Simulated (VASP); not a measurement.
Set up this calculation in VASP 6.6.1, as the native input.

| Item | Value |
| --- | --- |
| Task | relaxation of cell and atoms |
| Functional | LDA |
| Potentials or basis | VASP PAW LDA potentials, release 64 (Re) |
| Cutoff | 600 eV |
| k mesh | 8 × 8 × 8 |
| Occupations | methfessel-paxton, width 0.1 eV |
| Spin | no spin polarisation |
| Dipole correction | no |
| Further INCAR settings | ALGO = Normal; EDIFF = 1e-07; IBRION = 2; EDIFFG = -0.02; NSW = 80; ISIF = 3 |

The structure of Re lies in POSCAR:

```
Re
1.0
    0.0000000000      2.7772371253      2.7772371253
    2.7772371253      0.0000000000      2.7772371253
    2.7772371253      2.7772371253      0.0000000000
Re
2
Direct
    0.0000000000      0.0000000000      0.0000000000
    0.2500000000      0.2500000000      0.2500000000
```

One way to write it, as run:

INCAR

```
PREC     = Accurate       # precision mode
ENCUT    = 600            # plane-wave cutoff, eV
EDIFF    = 1E-7           # SCF threshold, eV
ISMEAR   = 1              # smearing method
SIGMA    = 0.1            # smearing width, eV
LREAL    = False          # projectors in reciprocal space
LASPH    = True           # aspherical terms in the spheres
NELM     = 80             # most SCF steps
ALGO     = Normal         # electronic algorithm
ISIF     = 3              # what is computed and relaxed
LWAVE    = False          # write WAVECAR
LCHARG   = False          # write CHGCAR
GGA      = CA             # functional
IBRION   = 2              # ionic algorithm
NSW      = 80             # ionic steps
EDIFFG   = -0.02          # ionic threshold
```

KPOINTS

```
regular mesh
0
Gamma
  8 8 8
```

Potentials or basis: VASP PAW LDA potentials, release 64 (Re).

Run with:

```bash
$ cat potpaw_LDA.64/Re/POTCAR > POTCAR
$ mpirun -np 1 vasp_std > vasp.out
```

Results of the run:

```
Relaxed volume                         : 21.32 Å³/atom
Relaxed cell                           : a = 3.921 Å, b = 3.921 Å, c = 3.921 Å, α = 60.00°, β = 60.00°, γ = 60.00°
Space group after relaxing (to 0.05 Å) : Fd-3m (No. 227)
Energy gained by relaxing              : 0.3 meV/atom
Ionic steps                            : 3
Pressure after relaxing                : 0.0 GPa
Band gap on the k mesh                 : zero (band 7 reaches 4.45 eV, above the bottom of band 8 at 2.96 eV)
```

Caveat: spin-orbit coupling is left out, which moves the levels of the heavy elements.

Wall time 28 s on 1 thread of Intel(R) Xeon(R) Platinum 8259CL CPU @ 2.50GHz (Skylake/Cascade Lake), with other jobs on the host, peak memory 0.16 GiB.
